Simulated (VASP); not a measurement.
# Ge2F (P4_2/nmc) in VASP: a series of runs

The runs below take Ge2F through single point, relaxation of cell and atoms, with PBE.

Program: VASP 6.6.1. These are calculated values, not measurements. Logs are shortened: lines on timing, memory, paths and dates and some standing lists are left out, and cuts for length are marked.

## (1) The cell of the first run

Symmetry: P4_2/nmc, No. 137, tetragonal system. Conventional cell: a = 3.278 Å, b = 3.278 Å, c = 9.453 Å, α = 90.00°, β = 90.00°, γ = 90.00°. Ge (site symmetry 2mm) has 2 F at 2.02 Å within 2.7 Å. Within 2.7 Å of F (site symmetry -4m2) lie 4 Ge at 2.02 Å.

The cell was built from a structure type or drawn by symmetry, and may not be a known phase.

## (2) Single point, PBE

The input, INCAR:

```
SYSTEM = Ge2F
PREC = Accurate
ENCUT = 520
EDIFF = 1E-6
ISMEAR = 0
SIGMA = 0.1
LREAL = .FALSE.
LASPH = .TRUE.
NELM = 60
ALGO = Normal
ISIF = 2
LWAVE = .FALSE.
LCHARG = .TRUE.
GGA = PE
LELF = .TRUE.
LVHAR = .TRUE.
NBANDS = 44
```

The input, KPOINTS:

```
Automatic mesh
0
G
  6 6 2
  0 0 0
```

The input, POSCAR:

```
Ge2F
1.0
    3.2780622400      0.0000000000      0.0000000000
    0.0000000000      3.2780622400      0.0000000000
    0.0000000000      0.0000000000      9.4532226700
Ge F
4 2
Direct
    0.0000000000      0.5000000000      0.1250000000
    0.0000000000      0.5000000000      0.6250000000
    0.5000000000      0.0000000000      0.3750000000
    0.5000000000      0.0000000000      0.8750000000
    0.0000000000      0.0000000000      0.0000000000
    0.5000000000      0.5000000000      0.5000000000
```

Potentials or basis: VASP PAW PBE potentials, release 64 (Ge_d, F).

Started as:

```
$ cat potpaw_PBE.64/Ge_d/POTCAR potpaw_PBE.64/F/POTCAR > POTCAR
$ mpirun -np 1 vasp_std > vasp.out
```

OUTCAR:

```text
SYSTEM = Ge2F
   PREC = Accurate
   ENCUT = 520
   EDIFF = 1E-6
   ISMEAR = 0
   LREAL = .FALSE.
   LASPH = .TRUE.
   NELM = 60
   ISIF = 2
   GGA = PE

 ion  position               nearest neighbor table
   1  0.000  0.500  0.125-   5 2.02   5 2.02
   2  0.000  0.500  0.625-   6 2.02   6 2.02
   3  0.500  0.000  0.375-   6 2.02   6 2.02
   4  0.500  0.000  0.875-   5 2.02   5 2.02
   5  0.000  0.000  0.000-   1 2.02   4 2.02   1 2.02   4 2.02
   6  0.500  0.500  0.500-   2 2.02   3 2.02   3 2.02   2 2.02

  LATTYP: Found a simple tetragonal cell.
 ALAT       =     3.2780622400
 C/A-ratio  =     2.8837837655

  Lattice vectors:

 A1 = (   3.2780622400,   0.0000000000,   0.0000000000)
 A2 = (   0.0000000000,   3.2780622400,   0.0000000000)
 A3 = (   0.0000000000,   0.0000000000,   9.4532226700)

Analysis of symmetry for initial positions (statically):
=====================================================================
 Subroutine PRICEL returns:
 Original cell was already a primitive cell.

 Routine SETGRP: Setting up the symmetry group for a
 simple tetragonal supercell.

 Subroutine GETGRP returns: Found 16 space group operations
 (whereof  8 operations were pure point group operations)
 out of a pool of 16 trial point group operations.

The static configuration has the point symmetry D_2d.
 The point group associated with its full space group is D_4h.

Analysis of symmetry for dynamics (positions and initial velocities):
=====================================================================
 Subroutine PRICEL returns:
 Original cell was already a primitive cell.

 Routine SETGRP: Setting up the symmetry group for a
 simple tetragonal supercell.

 Subroutine GETGRP returns: Found 16 space group operations
 (whereof  8 operations were pure point group operations)
 out of a pool of 16 trial point group operations.

The dynamic configuration has the point symmetry D_2d.
 The point group associated with its full space group is D_4h.

 Subroutine INISYM returns: Found 16 space group operations
 (whereof  8 operations are pure point group operations),
 and found     1 'primitive' translations

----------------------------------------------------------------------------------------

                                     Primitive cell

  volume of cell :     101.5814

  direct lattice vectors                    reciprocal lattice vectors
     3.278062240  0.000000000  0.000000000     0.305058271  0.000000000  0.000000000
     0.000000000  3.278062240  0.000000000     0.000000000  0.305058271  0.000000000
     0.000000000  0.000000000  9.453222670     0.000000000  0.000000000  0.105784031

  length of vectors
     3.278062240  3.278062240  9.453222670     0.305058271  0.305058271  0.105784031

  position of ions in fractional coordinates (direct lattice)
     0.000000000  0.500000000  0.125000000
     0.000000000  0.500000000  0.625000000
     0.500000000  0.000000000  0.375000000
     0.500000000  0.000000000  0.875000000
     0.000000000  0.000000000  0.000000000
     0.500000000  0.500000000  0.500000000

  ion indices of the primitive-cell ions
   primitive index   ion index
                 1           1
                 2           2
                 3           3
                 4           4
                 5           5
                 6           6

----------------------------------------------------------------------------------------

 KPOINTS: Automatic mesh

Automatic generation of k-mesh.
 Grid dimensions read from file:
 generate k-points for:    6    6    2

 Generating k-lattice:

  Cartesian coordinates                     Fractional coordinates (reciprocal lattice)
     0.050843045  0.000000000  0.000000000     0.166666667  0.000000000  0.000000000
     0.000000000  0.050843045  0.000000000     0.000000000  0.166666667  0.000000000
     0.000000000  0.000000000  0.052892016     0.000000000  0.000000000  0.500000000

  Length of vectors
     0.050843045  0.050843045  0.052892016

  Shift w.r.t. Gamma in fractional coordinates (k-lattice)
     0.000000000  0.000000000  0.000000000

 Subroutine IBZKPT returns following result:
 ===========================================

 Found     20 irreducible k-points:

 Following reciprocal coordinates:
            Coordinates               Weight
  0.000000  0.000000  0.000000      1.000000
  0.166667  0.000000  0.000000      4.000000
  0.333333  0.000000  0.000000      4.000000
  0.500000  0.000000  0.000000      2.000000
  0.166667  0.166667  0.000000      4.000000
  0.333333  0.166667  0.000000      8.000000
[... 12 lines left out ...]
  0.500000  0.333333  0.500000      4.000000
  0.500000  0.500000  0.500000      1.000000
   k-points           NKPTS =     20   k-points in BZ     NKDIM =     20   number of bands    NBANDS=     44
   number of dos      NEDOS =    301   number of ions     NIONS =      6
   total plane-waves  NPLWV =  40320
   dimension x,y,z NGX =    24 NGY =   24 NGZ =   70
   dimension x,y,z NGXF=    48 NGYF=   48 NGZF=  140
   ions per type =               4   2
   NGX,Y,Z   is equivalent  to a cutoff of  12.17, 12.17, 12.31 a.u.
   NGXF,Y,Z  is equivalent  to a cutoff of  24.34, 24.34, 24.62 a.u.
 SYSTEM =  Ge2F
   PREC   = accura    normal or accurate (medium, high low for compatibility)
   ISTART =      0    job   : 0-new  1-cont  2-samecut
   ICHARG =      2    charge: 1-file 2-atom 10-const
   ISPIN  =      1    spin polarized calculation?
   LNONCOLLINEAR =      F non collinear calculations
   LSORBIT =      F    spin-orbit coupling
   LASPH  =      T    aspherical Exc in radial PAW
   ENCUT  =  520.0 eV  38.22 Ry    6.18 a.u.   6.10  6.10 17.58*2*pi/ulx,y,z
   NELM   =     60;   NELMIN=  2; NELMDL= -5     # of ELM steps
   EDIFF  = 0.1E-05   stopping-criterion for ELM
   LREAL  =      F    real-space projection
   EDIFFG = 0.1E-04   stopping-criterion for IOM
   NSW    =      0    number of steps for IOM
   IBRION =     -1    ionic relax: 0-MD 1-quasi-New 2-CG
   NFREE  =      0    steps in history (QN), initial steepest desc. (CG)
   ISIF   =      2    stress and relaxation
   ISYM   =      2    0-nonsym 1-usesym 2-fastsym
   POTIM  = 0.5000    time-step for ionic-motion
   TEBEG  =    0.0;   TEEND  =   0.0 temperature during run
   PSTRESS=    0.0 pullay stress
   NELECT =      70.0000    total number of electrons
   NUPDOWN=      -1.0000    fix difference up-down
   EMIN   =  10.00;   EMAX   =-10.00  energy-range for DOS
   EFERMI =   0.00;   METHOD = LEGACY
   ISMEAR =     0;   SIGMA  =   0.10  broadening in eV -4-tet -1-fermi 0-gaus
   EFERMI_NEDOS =   21; number of points for ismear=-14 and -15
   IALGO  =     38    algorithm
   IMIX   =      4    mixing-type and parameters
     AMIX     =   0.40;   BMIX     =  1.00
     AMIX_MAG =   1.60;   BMIX_MAG =  1.00
  volume/ion in A,a.u.               =      16.93       114.25
  Fermi-wavevector in a.u.,A,eV,Ry     =   1.446004  2.732551 28.448787  2.090927
  Thomas-Fermi vector in A             =   2.564122
   LORBIT       =      0    0 simple, 1 ext, 2 COOP (PROOUT), +10 PAW based schemes
   GGA     = PE    functional components
   LHFCALC =     F    Hartree Fock is set to
   AEXX    =    0.0000 exact exchange contribution
   IVDW    =     0    specifies the selected vdW correction
   LEPSILON=     F    determine dielectric tensor
   LRPA    =     F    only Hartree local field effects (RPA)
 non-spin polarized calculation
 Gauss-broadening in eV      SIGMA  =   0.10
  energy-cutoff  :      520.00
  volume of cell :      101.58
 maximum number of plane-waves:      2768
   NGX = 13   NGY = 13   NGZ = 35

 number of electron      70.0000023 magnetization

 Free energy of the ion-electron system (eV)
  ---------------------------------------------------
  ext. energy  EPLUGINS =         0.00000000
  ---------------------------------------------------
  free energy    TOTEN  =       -20.36384846 eV

  energy without entropy =      -20.34324898  energy(sigma->0) =      -20.35354872

 E-fermi :   5.9691     XC(G=0): -10.6272

 val. band max:        5.9598073718   @ k =   0.3333   0.1667   0.0000
 cond. band min:       6.0011825808   @ k =   0.5000   0.0000   0.0000
 fundamental gap:      0.0413752090
 Fermi energy:         5.9691492854

 k-point     1 :       0.0000    0.0000    0.0000
  band No.  band energies     occupation
      1     -22.2445      2.00000
      2     -22.2418      2.00000
      3     -19.5228      2.00000
      4     -19.5114      2.00000
      5     -19.5063      2.00000
      6     -19.5063      2.00000
[... 36 lines left out ...]
     43      11.7530      0.00000
     44      11.7552      0.00000

 k-point     2 :       0.1667    0.0000    0.0000
  band No.  band energies     occupation
      1     -22.2331      2.00000
      2     -22.2306      2.00000
      3     -19.5164      2.00000
      4     -19.5077      2.00000
      5     -19.5049      2.00000
      6     -19.5017      2.00000
[... 36 lines left out ...]
     43      11.1218      0.00000
     44      11.8910      0.00000

 k-point     3 :       0.3333    0.0000    0.0000
  band No.  band energies     occupation
      1     -22.2109      2.00000
      2     -22.2098      2.00000
      3     -19.5113      2.00000
      4     -19.5062      2.00000
      5     -19.5014      2.00000
      6     -19.4922      2.00000
[... 36 lines left out ...]
     43      10.9751      0.00000
     44      12.0647      0.00000

 k-point     4 :       0.5000    0.0000    0.0000
  band No.  band energies     occupation
      1     -22.2002      2.00000
      2     -22.2002      2.00000
      3     -19.5079      2.00000
      4     -19.5079      2.00000
      5     -19.4969      2.00000
      6     -19.4969      2.00000
[... 694 lines left out ...]
     43      10.2466      0.00000
     44      10.2466      0.00000

 k-point    19 :       0.5000    0.3333    0.5000
  band No.  band energies     occupation
      1     -22.1735      2.00000
      2     -22.1735      2.00000
      3     -19.4844      2.00000
      4     -19.4844      2.00000
      5     -19.4676      2.00000
      6     -19.4676      2.00000
[... 36 lines left out ...]
     43      10.0950      0.00000
     44      10.0950      0.00000

 k-point    20 :       0.5000    0.5000    0.5000
  band No.  band energies     occupation
      1     -22.1647      2.00000
      2     -22.1647      2.00000
      3     -19.4802      2.00000
      4     -19.4802      2.00000
      5     -19.4558      2.00000
      6     -19.4558      2.00000
[... 36 lines left out ...]
     43       8.6037      0.00000
     44       8.6037      0.00000

------------------------ aborting loop because EDIFF is reached ----------------------------------------

  FORCE on cell =-STRESS in cart. coord.  units (eV):
  Direction    XX          YY          ZZ          XY          YZ          ZX
  --------------------------------------------------------------------------------------
  -------------------------------------------------------------------------------------
  Total       13.1625668     13.1625668     12.0873162      0.0000000      0.0000000      0.0000000
  in kB      207.6045619    207.6045619    190.6453365      0.0000000      0.0000000      0.0000000
  external PRESSURE =     201.9514868 kB  Pullay stress =       0.0000000 kB

 VOLUME and BASIS-vectors are now :
 -----------------------------------------------------------------------------
  energy-cutoff  :      520.00
  volume of cell :      101.58
      direct lattice vectors                 reciprocal lattice vectors
     3.278062240  0.000000000  0.000000000     0.305058271  0.000000000  0.000000000
     0.000000000  3.278062240  0.000000000     0.000000000  0.305058271  0.000000000
     0.000000000  0.000000000  9.453222670     0.000000000  0.000000000  0.105784031

 POSITION                                       TOTAL-FORCE (eV/Angst)
 -----------------------------------------------------------------------------------
      0.00000      1.63903      1.18165        -0.000000      0.000000      3.291954
      0.00000      1.63903      5.90826         0.000000      0.000000      3.291954
      1.63903      0.00000      3.54496         0.000000      0.000000     -3.291954
      1.63903      0.00000      8.27157         0.000000      0.000000     -3.291954
      0.00000      0.00000      0.00000         0.000000      0.000000      0.000000
      1.63903      1.63903      4.72661         0.000000     -0.000000      0.000000
 -----------------------------------------------------------------------------------
    total drift:                                0.000000      0.000000      0.000000

  FREE ENERGIE OF THE ION-ELECTRON SYSTEM (eV)
  ---------------------------------------------------
  free  energy   TOTEN  =       -20.3638484562 eV

  energy  without entropy=      -20.3432489844  energy(sigma->0) =      -20.35354872
```

Wall time 2.2 min (1 thread of Oxide Virtual Turin-like, shared host); peak memory 0.19 GiB.

Results:

```
Free energy            : -20.3638 eV
Pressure               : 20.2 GPa
Largest force          : 3.292 eV/Å
Band gap on the k mesh : zero (bands 35 and 36 overlap by 4.46 eV)
```

Forces in eV/Å, atoms in the order of the input:
```
Ge   0.000  0.000  3.292
Ge   0.000  0.000  3.292
Ge   0.000  0.000 -3.292
Ge   0.000  0.000 -3.292
F    0.000  0.000  0.000
F    0.000  0.000  0.000
```

Caveat: the cell stands under pressure; forces of over 1 eV/Å act on the atoms, so gaps and moduli don't describe the material at rest.

[end of part 1 of 3]
